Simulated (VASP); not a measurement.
# Hf11Si13 in VASP: further runs

The runs below take Hf11Si13 through single point, with PBE.

All numbers are computed with VASP 6.6.1; they aren't measurements. Logs are shortened: lines on timing, memory, paths and dates and some standing lists are left out, and cuts for length are marked.

### Step 1. The cell of the first run

The cell holds an amorphous packing of atoms, 24 atoms: a = 7.744 Å, b = 7.903 Å, c = 7.870 Å, α = 89.84°, β = 86.91°, γ = 91.12°.

### Step 2. Single point, PBE

File INCAR:

```
  PREC = Accurate
  ENCUT = 520
  EDIFF = 1E-6
  ISMEAR = -1
  SIGMA = 0.1853
  LREAL = Auto
  LASPH = True
  NELM = 80
  ALGO = Normal
  ISIF = 2
  LWAVE = False
  LCHARG = False
  GGA = PE
  NBANDS = 99
  ISYM = 0
```

File KPOINTS:

```
Automatic mesh
0
Gamma
  1 1 1
  0.25 0.25 0.25
```

File POSCAR:

```
Hf11Si13
1.0
    7.7410930000     -0.0769270000      0.2103670000
   -0.0769270000      7.9026600000      0.0117030000
    0.2103670000      0.0117030000      7.8669780000
Si Hf
13 11
Direct
    0.4852922449      0.9527073778      0.7460130169
    0.9190021122      0.4026187218      0.2205594621
    0.7756111624      0.9439374879      0.6211579728
    0.0787400589      0.5018327847      0.6207265027
    0.6478244650      0.9587626419      0.1112546281
    0.7931675392      0.6017669557      0.7973467379
    0.7387155669      0.3478752628      0.6354138067
    0.2480216014      0.2040378751      0.3349229634
    1.0028978905      0.3508528489      0.9250748316
    0.5547546676      0.6232447908      0.1949016625
    0.9641990769      0.2059787957      0.5064131059
    0.9980442072      0.0527831379      0.9963559976
    0.5067034039      0.5052416665      0.5003900458
    0.4507883210      0.8657280392      0.4337730953
    0.2823085597      0.2430241134      0.6846287716
    0.8758283837      0.6784960169      0.0892520828
    0.0495921642      0.9424702347      0.3201017870
    0.2092641573      0.5391784397      0.3312975734
    0.0875968984      0.8144544181      0.7110326155
    0.8327456328      0.6405174958      0.4482295264
    0.3205682773      0.0210172693      0.0120501224
    0.6183030451      0.2566783580      0.3560117413
    0.4115766849      0.6365231926      0.7746720045
    0.6015084371      0.3591142521      0.9527817112
```

Potentials or basis: VASP PAW PBE potentials, release 64 (Si, Hf_pv).

Command:

```console
> cat potpaw_PBE.64/Si/POTCAR potpaw_PBE.64/Hf_pv/POTCAR > POTCAR
> mpirun -np 1 vasp_std > vasp.out
```

OUTCAR:

```text
PREC = Accurate
   ENCUT = 520
   EDIFF = 1E-6
   ISMEAR = -1
   LREAL = Auto
   LASPH = True
   NELM = 80
   ISIF = 2
   GGA = PE
   ISYM = 0

 ion  position               nearest neighbor table
   1  0.485  0.953  0.746-   3 2.41  21 2.46  23 2.56  14 2.58  15 2.86  19 3.27
   2  0.919  0.403  0.221-   9 2.42  16 2.45  18 2.66  20 2.67  22 2.74  11 2.77  24 3.34
   3  0.776  0.944  0.621-   1 2.41  11 2.64  19 2.77  20 2.79  14 3.04   6 3.04  17 3.09  22 3.51

   4  0.079  0.502  0.621-  18 2.46  19 2.57  20 2.65  11 2.66  15 2.67   6 2.68   9 2.70   7 2.88
                            23 3.08
   5  0.648  0.959  0.111-  21 2.74  10 2.80  16 2.86  12 2.89  14 2.97  22 3.05  24 3.43
   6  0.793  0.602  0.797-   7 2.42  16 2.49  24 2.66   4 2.68  20 2.76   9 2.81  19 2.86  23 2.99
                             3 3.04
   7  0.739  0.348  0.635-  11 2.29   6 2.42  13 2.49  22 2.54  24 2.66  20 2.80   4 2.88   9 3.14
[... 4 lines left out ...]
  10  0.555  0.623  0.195-  13 2.58  16 2.61  14 2.79   5 2.80  24 2.85  18 2.89  20 3.01  22 3.22

  11  0.964  0.206  0.506-   7 2.29   8 2.52  17 2.62   3 2.64   4 2.66   2 2.77  15 2.91  22 3.02
                            18 3.46
  12  0.998  0.053  0.996-   9 2.42  21 2.52  17 2.74   5 2.89  19 3.00  16 3.16
  13  0.507  0.505  0.500-  22 2.42  23 2.48   7 2.49  10 2.58  20 2.73  18 2.74  14 2.94  15 3.00

  14  0.451  0.866  0.434-   1 2.58  10 2.79  13 2.94   5 2.97   3 3.04  23 3.23   8 3.24  18 3.29
                            17 3.35  22 3.37  19 3.48  20 3.49  21 3.73  15 3.79
  15  0.282  0.243  0.685-   4 2.67   8 2.80   1 2.86  11 2.91   9 2.94  13 3.00  21 3.14  23 3.34
                            24 3.45  22 3.57  19 3.68  18 3.70  14 3.79
  16  0.876  0.678  0.089-   2 2.45   6 2.49  10 2.61  20 2.84   5 2.86   9 3.05  17 3.10  12 3.16
                            24 3.48  19 3.48  18 3.48
  17  0.050  0.942  0.320-   8 2.56  11 2.62  12 2.74  20 3.03   3 3.09  16 3.10  21 3.17  19 3.27
                            14 3.35  18 3.44
  18  0.209  0.539  0.331-   4 2.46   2 2.66   8 2.67  13 2.74  10 2.89  20 3.13  14 3.29  17 3.44
                            11 3.46  16 3.48  15 3.70  19 3.79
  19  0.088  0.814  0.711-   4 2.57   3 2.77   6 2.86  23 2.97  12 3.00  20 3.23  17 3.27   1 3.27
                            21 3.45  16 3.48  14 3.48  15 3.68  18 3.79
  20  0.833  0.641  0.448-   4 2.65   2 2.67  13 2.73   6 2.76   3 2.79   7 2.80  16 2.84  10 3.01
                            17 3.03  18 3.13  19 3.23  14 3.49  22 3.53
  21  0.321  0.021  0.012-   1 2.46  12 2.52   5 2.74   8 2.96  15 3.14  17 3.17  24 3.43  19 3.45
                            23 3.63  14 3.73
  22  0.618  0.257  0.356-  13 2.42   7 2.54   2 2.74   8 2.90  11 3.02   5 3.05  10 3.22  24 3.28
                            14 3.37   3 3.51  20 3.53  15 3.57
  23  0.412  0.637  0.775-  13 2.48   1 2.56  19 2.97   6 2.99  24 3.04   4 3.08  14 3.23  15 3.34
                            21 3.63
  24  0.602  0.359  0.953-   6 2.66   7 2.66  10 2.85  23 3.04   9 3.11  22 3.28   2 3.34  21 3.43
                             5 3.43  15 3.45  16 3.48

IMPORTANT INFORMATION: All symmetrisations will be switched off!
[... 132 lines left out ...]
   EFERMI_NEDOS =   21; number of points for ismear=-14 and -15
   IALGO  =     38    algorithm
   IMIX   =      4    mixing-type and parameters
     AMIX     =   0.40;   BMIX     =  1.00
     AMIX_MAG =   1.60;   BMIX_MAG =  1.00
  volume/ion in A,a.u.               =      20.04       135.21
  Fermi-wavevector in a.u.,A,eV,Ry     =   1.139126  2.152636 17.655022  1.297608
  Thomas-Fermi vector in A             =   2.275830
   LORBIT       =      0    0 simple, 1 ext, 2 COOP (PROOUT), +10 PAW based schemes
   GGA     = PE    functional components
   LHFCALC =     F    Hartree Fock is set to
   AEXX    =    0.0000 exact exchange contribution
   IVDW    =     0    specifies the selected vdW correction
   LEPSILON=     F    determine dielectric tensor
   LRPA    =     F    only Hartree local field effects (RPA)
 non-spin polarized calculation
  energy-cutoff  :      520.00
  volume of cell :      480.87
 maximum number of plane-waves:     12936
 NGX is ok and might be reduce to    60
   NGX = 29   NGY = 29   NGZ = 29

 number of electron     162.0000004 magnetization

 Free energy of the ion-electron system (eV)
  ---------------------------------------------------
  ext. energy  EPLUGINS =         0.00000000
  ---------------------------------------------------
  free energy    TOTEN  =      -178.42526776 eV

  energy without entropy =     -176.53676435  energy(sigma->0) =     -177.48101606

 E-fermi :   5.8846     XC(G=0): -10.6430

 val. band max:        5.8171960577   @ k =   0.2500   0.2500   0.2500
 cond. band min:       5.9810134130   @ k =   0.2500   0.2500   0.2500
 fundamental gap:      0.1638173553
 Fermi energy:         5.8845930480

 k-point     1 :       0.2500    0.2500    0.2500
  band No.  band energies     occupation
      1     -25.1670      2.00000
      2     -25.1194      2.00000
      3     -25.0973      2.00000
      4     -25.0646      2.00000
      5     -25.0323      2.00000
      6     -24.9649      2.00000
[... 85 lines left out ...]
     92       7.1628      0.00202
     93       7.2362      0.00136
 [bands above 93 left out]

------------------------ aborting loop because EDIFF is reached ----------------------------------------

  FORCE on cell =-STRESS in cart. coord.  units (eV):
  Direction    XX          YY          ZZ          XY          YZ          ZX
  --------------------------------------------------------------------------------------
  -------------------------------------------------------------------------------------
  Total      -14.3592529      2.5189654     10.0663515     -3.5929842      4.8383398     -5.4337378
  in kB      -47.8429512      8.3928278     33.5396254    -11.9713029     16.1206477    -18.1044276
  external PRESSURE =      -1.9701660 kB  Pullay stress =       0.0000000 kB

 VOLUME and BASIS-vectors are now :
 -----------------------------------------------------------------------------
  energy-cutoff  :      520.00
  volume of cell :      480.87
      direct lattice vectors                 reciprocal lattice vectors
     7.741093000 -0.076927000  0.210367000     0.129287284  0.001263646 -0.003459088
    -0.076927000  7.902660000  0.011703000     0.001263646  0.126552301 -0.000222051
     0.210367000  0.011703000  7.866978000    -0.003459088 -0.000222051  0.127206441

 POSITION                                       TOTAL-FORCE (eV/Angst)
 -----------------------------------------------------------------------------------
      3.84034      7.50032      5.98211         0.601708      1.222386     -0.710872
      7.12951      3.11364      1.93318        -0.044737     -2.660431      0.663386
      6.06214      7.40722      5.06085         0.039610     -0.036674     -0.747112
      0.70151      3.96702      4.90568        -0.003028     -0.415908      2.232887
      4.96452      7.52824      1.02274         0.724046      0.495346      0.375547
      6.26143      4.70387      6.44661         0.293885      0.468613     -1.649472
[... 16 lines left out ...]
      3.30005      5.00763      6.18836        -0.720378     -0.512375      1.642466
      4.82914      2.80284      7.62625         0.252513     -0.948054      1.201528
 -----------------------------------------------------------------------------------
    total drift:                               -0.001156      0.010374      0.003174

  FREE ENERGIE OF THE ION-ELECTRON SYSTEM (eV)
  ---------------------------------------------------
  free  energy   TOTEN  =      -178.4252677617 eV

  energy  without entropy=     -176.5367643510  energy(sigma->0) =     -177.48101606
```

OSZICAR:

```text
N       E                     dE             d eps       ncg     rms          rms(c)
DAV:   1     0.725917945392E+03    0.72592E+03   -0.80451E+04   206   0.149E+03
DAV:   2    -0.128425342835E+03   -0.85434E+03   -0.82818E+03   233   0.355E+02
DAV:   3    -0.186987178346E+03   -0.58562E+02   -0.55847E+02   260   0.604E+01
DAV:   4    -0.189145282735E+03   -0.21581E+01   -0.20998E+01   244   0.111E+01
DAV:   5    -0.189211329542E+03   -0.66047E-01   -0.65543E-01   252   0.188E+00    0.143E+02
DAV:   6    -0.179773051525E+03    0.94383E+01   -0.41907E+01   236   0.147E+01    0.847E+01
DAV:   7    -0.181506466215E+03   -0.17334E+01   -0.31621E+01   260   0.138E+01    0.286E+01
DAV:   8    -0.178699588963E+03    0.28069E+01   -0.17720E+01   260   0.961E+00    0.950E+00
DAV:   9    -0.178473312787E+03    0.22628E+00   -0.24818E+00   244   0.411E+00    0.646E+00
DAV:  10    -0.178435950177E+03    0.37363E-01   -0.36975E-01   244   0.181E+00    0.302E+00
DAV:  11    -0.178428757722E+03    0.71925E-02   -0.10641E-01   244   0.912E-01    0.119E+00
DAV:  12    -0.178426193156E+03    0.25646E-02   -0.35452E-02   252   0.609E-01    0.568E-01
DAV:  13    -0.178425343770E+03    0.84939E-03   -0.81685E-03   244   0.285E-01    0.296E-01
DAV:  14    -0.178425291159E+03    0.52611E-04   -0.12501E-03   236   0.115E-01    0.144E-01
DAV:  15    -0.178425275896E+03    0.15263E-04   -0.25023E-04   244   0.505E-02    0.619E-02
DAV:  16    -0.178425269598E+03    0.62981E-05   -0.68258E-05   252   0.268E-02    0.249E-02
DAV:  17    -0.178425267947E+03    0.16507E-05   -0.14621E-05   236   0.112E-02    0.100E-02
DAV:  18    -0.178425267762E+03    0.18511E-06   -0.32273E-06   132   0.425E-03
   1 F= -.17842527E+03 E0= -.17748102E+03  d E =-.188850E+01
```

stdout:

```text
POSCAR found type information on POSCAR SiHf
 POSCAR found :  2 types and      24 ions
 scaLAPACK will be used
 LDA part: xc-table for (Slater+PW92), standard interpolation
 POSCAR, INCAR and KPOINTS ok, starting setup
 FFT: planning ... GRIDC
 FFT: planning ... GRID_SOFT
 FFT: planning ... GRID
 WAVECAR not read
 entering main loop
```

Wall time 2.1 min (1 thread of Intel Xeon Platinum 8259CL at 2.50GHz (Skylake/Cascade Lake), shared host); peak memory 0.47 GiB.

What came out:

```yaml
Free_energy: -178.4253 eV
Pressure: -0.2 GPa
Largest_force: 3.492 eV/Å
Band_gap_on_the_k_mesh: 0.16 eV
```

Forces on the atoms (eV/Å):
```
Si   0.602  1.222 -0.711
Si  -0.045 -2.660  0.663
Si   0.040 -0.037 -0.747
Si  -0.003 -0.416  2.233
Si   0.724  0.495  0.376
Si   0.294  0.469 -1.649
Si  -0.766  0.284  1.661
Si   1.131 -0.163 -0.735
Si   0.268  0.001 -0.350
Si  -0.950 -0.681 -0.039
Si   0.492 -0.427 -0.136
Si  -1.704 -0.281 -1.083
Si  -0.941  1.379 -0.012
Hf   0.166 -0.114 -0.969
Hf   0.284 -0.320 -0.424
Hf   0.251  2.313 -1.311
Hf  -0.849 -0.462  0.697
Hf   1.662  1.233 -1.452
Hf  -0.351  2.064  0.358
Hf  -0.873 -0.157  0.442
Hf   0.425  0.105  2.820
Hf   0.611 -2.387 -2.475
Hf  -0.720 -0.512  1.642
Hf   0.253 -0.948  1.202
```

Levels at points of the mesh, in eV from the valence-band top:
```
           k point  band 77  band 78  band 79  band 80  band 81  band 82  band 83  band 84  band 85  band 86
(0.25, 0.25, 0.25)    -0.43    -0.32    -0.22    -0.18     0.00     0.16     0.20     0.34     0.55     0.64
```

Caveat: the k points lie up to 0.81 Å⁻¹ apart; spin-orbit coupling is left out, which moves the levels of the heavy elements.

### Step 3. Single point, PBE

File INCAR:

```
ALGO = Normal
EDIFF = 1E-7
ENCUT = 520
GGA = PE
ISIF = 2
ISMEAR = -1
ISYM = 0
LASPH = T
LCHARG = T
LELF = T
LREAL = Auto
LVHAR = T
LWAVE = F
NBANDS = 99
NELM = 100
PREC = Accurate
SIGMA = 0.1853
```

KPOINTS is that of step 2.

File POSCAR:

```
Hf11Si13
1.0
    7.7410930000     -0.0769270000      0.2103670000
   -0.0769270000      7.9026600000      0.0117030000
    0.2103670000      0.0117030000      7.8669780000
Si Hf
13 11
Direct
    0.5154349004      1.0236930428      0.7534648281
    0.9475659816      0.3246269554      0.2263481960
    0.7393730162      0.9305586152      0.5659576001
    0.0998423616      0.5072688298      0.6238129679
    0.6666357248      0.9814167542      0.1329880829
    0.7966083764      0.6152233929      0.7259159650
    0.7133024547      0.3196562083      0.6739201210
    0.2714247453      0.1994581809      0.3001541293
    1.0404138535      0.3630864016      0.9368139912
    0.5818034752      0.5966884655      0.2168954462
    0.9441946703      0.1916627293      0.5468409306
    0.9716515743      0.0149228493      0.9717197545
    0.5329388250      0.5067506009      0.4929232999
    0.4532347991      0.8676149793      0.4360250730
    0.3060528449      0.2500941674      0.6812402080
    0.8788220244      0.6968895727      0.0719295451
    0.0370505090      0.9599567591      0.3250707478
    0.2242852639      0.5550897562      0.3217106450
    0.0832208282      0.8219044771      0.7136027755
    0.8406892001      0.6336487731      0.4408173181
    0.3329257383      0.0183185804      0.0219145177
    0.6140079807      0.2488269897      0.3130559105
    0.4239777366      0.6477775134      0.7650082580
    0.6131021218      0.3592483815      0.9648203239
```

Potentials or basis: VASP PAW PBE potentials, release 64 (Si, Hf_pv).

Command:

```console
> cat potpaw_PBE.64/Si/POTCAR potpaw_PBE.64/Hf_pv/POTCAR > POTCAR
> mpirun -np 1 vasp_std > vasp.out
```

Run time: 2.2 min. Hardware: 1 thread of Intel Xeon Platinum 8259CL at 2.50GHz (Skylake/Cascade Lake), shared host; peak memory 0.47 GiB.

Results (log left out):

| Quantity | Value |
| --- | --- |
| Free energy | -178.6725 eV |
| Pressure | -0.9 GPa |
| Largest force | 6.285 eV/Å |
| Band gap on the k mesh | 0.13 eV |

Forces in eV/Å, atoms in the order of the input:
```
Si   1.425 -1.087 -0.562
Si   0.307  0.516  0.531
Si   1.755  0.370  0.303
Si  -0.017 -0.126  1.347
Si   0.604 -0.437 -0.815
Si  -0.639 -0.478  6.235
Si  -0.338 -0.130 -2.220
Si   0.247  0.640  0.617
Si   0.347 -0.468 -0.972
Si  -1.202  0.294 -1.263
Si   0.803 -0.350  0.250
Si   0.128  0.853  0.067
Si  -1.574 -0.163  0.760
Hf  -1.081 -0.104 -1.160
Hf  -1.027  0.824 -1.292
Hf   0.403 -0.972 -1.148
Hf  -0.935  0.232 -0.268
Hf   0.696 -0.027 -0.979
Hf   0.100  1.687 -0.714
Hf   1.046 -0.547 -4.559
Hf  -1.084 -0.883  1.145
Hf   0.732 -0.252  1.963
Hf  -0.254  0.469  1.374
Hf  -0.442  0.138  1.360
```

Stress tensor (GPa, compression positive):
```
-5.86  0.04 -3.80
 0.04 -3.13  1.49
-3.80  1.49  6.36
```

Levels at points of the mesh, in eV from the valence-band top:
```tsv
k point	band 78	band 79	band 80	band 81	band 82	band 83	band 84	band 85
(0.25, 0.25, 0.25)	-0.34	-0.21	-0.13	0.00	0.13	0.30	0.42	0.51
```

Caveat: the k points lie up to 0.81 Å⁻¹ apart; spin-orbit coupling is left out, which moves the levels of the heavy elements.

### Step 4. Single point, PBE

File INCAR:

```
PREC = Accurate ; ENCUT = 520
EDIFF = 1E-6 ; ISMEAR = -1
SIGMA = 0.1853 ; LREAL = Auto
LASPH = True ; NELM = 80
ALGO = Normal ; ISIF = 2
LWAVE = False ; LCHARG = False
GGA = PE ; ISYM = 0
NBANDS = 99
```

KPOINTS is that of step 3.

File POSCAR:

```
Hf11Si13
1.0
    7.7410930000     -0.0769270000      0.2103670000
   -0.0769270000      7.9026600000      0.0117030000
    0.2103670000      0.0117030000      7.8669780000
Si Hf
13 11
Direct
    0.6023295794      1.0595435876      0.7666136723
    0.9760956566      0.3375206831      0.2130999579
    0.7615140386      0.9345479544      0.5525295179
    0.1090504583      0.5264268010      0.6255576931
    0.7100234978      0.9611211148      0.1127564468
    0.8029287367      0.5883252453      0.7847146795
    0.6540148403      0.3404549080      0.6230895162
    0.3104745190      0.2261636596      0.2809849746
    1.0722373159      0.3919775373      0.9109455167
    0.5884106723      0.6041138013      0.1588220875
    0.9346727190      0.1778906965      0.6014591434
    1.0045741022      0.0626821196      0.9396216935
    0.5092421885      0.5229368645      0.4751117034
    0.4548562916      0.8585291146      0.4510841241
    0.3142522094      0.2523210545      0.6997329587
    0.8876520125      0.7131628239      0.0621280706
    0.0355742604      0.9750956333      0.3206326248
    0.2400541384      0.5353257039      0.3223632524
    0.1063787816      0.8424004679      0.7221156335
    0.8399600991      0.6267315101      0.4216504069
    0.3440093387      0.0034848173      0.0113030702
    0.6008341567      0.2596113375      0.3248087245
    0.4376556240      0.6508909155      0.7580903776
    0.6072766172      0.3482979048      0.9655684698
```

Command:

```console
> cat potpaw_PBE.64/Si/POTCAR potpaw_PBE.64/Hf_pv/POTCAR > POTCAR
> mpirun -np 1 vasp_std > vasp.out
```

Run time: 1.8 min. Hardware: 1 thread of Intel Xeon Platinum 8259CL at 2.50GHz (Skylake/Cascade Lake), shared host; peak memory 0.47 GiB.

It converged, with:

```
Free energy            : -178.3017 eV
Pressure               : -1.1 GPa
Largest force          : 5.153 eV/Å
Band gap on the k mesh : 0.16 eV
```

Forces on the atoms (eV/Å):
```
Si  -1.033 -0.422  0.438
Si  -0.447 -0.256  0.206
Si   0.893 -0.758 -0.574
Si  -0.314 -0.385  0.763
Si  -1.771  2.418  0.482
Si   0.944 -0.450 -1.691
Si   1.785  0.117  2.425
Si  -3.899 -2.277 -0.956
Si  -0.523 -0.005  0.618
Si  -2.002  0.725  1.842
Si   0.633  0.084  0.151
Si  -0.136  1.048  0.920
Si   0.034  1.707 -0.781
Hf  -0.673  0.950 -1.072
Hf  -0.870 -0.251 -1.392
Hf   3.161 -1.375 -0.294
Hf  -0.365  0.826 -0.216
Hf  -0.804  1.819 -1.596
Hf  -0.602  0.211 -1.835
Hf   0.217 -0.494  0.924
Hf   0.839 -0.785  0.739
Hf   4.924 -1.379 -0.633
Hf   0.068 -0.142  2.294
Hf  -0.059 -0.928 -0.761
```

Stress tensor (GPa, compression positive):
```
-3.33 -0.73 -0.22
-0.73 -1.37  3.37
-0.22  3.37  1.45
```

Levels at points of the mesh, in eV from the valence-band top:
```tsv
k point	band 79	band 80	band 81	band 82	band 83	band 84
(0.25, 0.25, 0.25)	-0.30	-0.13	0.00	0.16	0.30	0.43
```

Caveat: the k points lie up to 0.81 Å⁻¹ apart; spin-orbit coupling is left out, which moves the levels of the heavy elements.
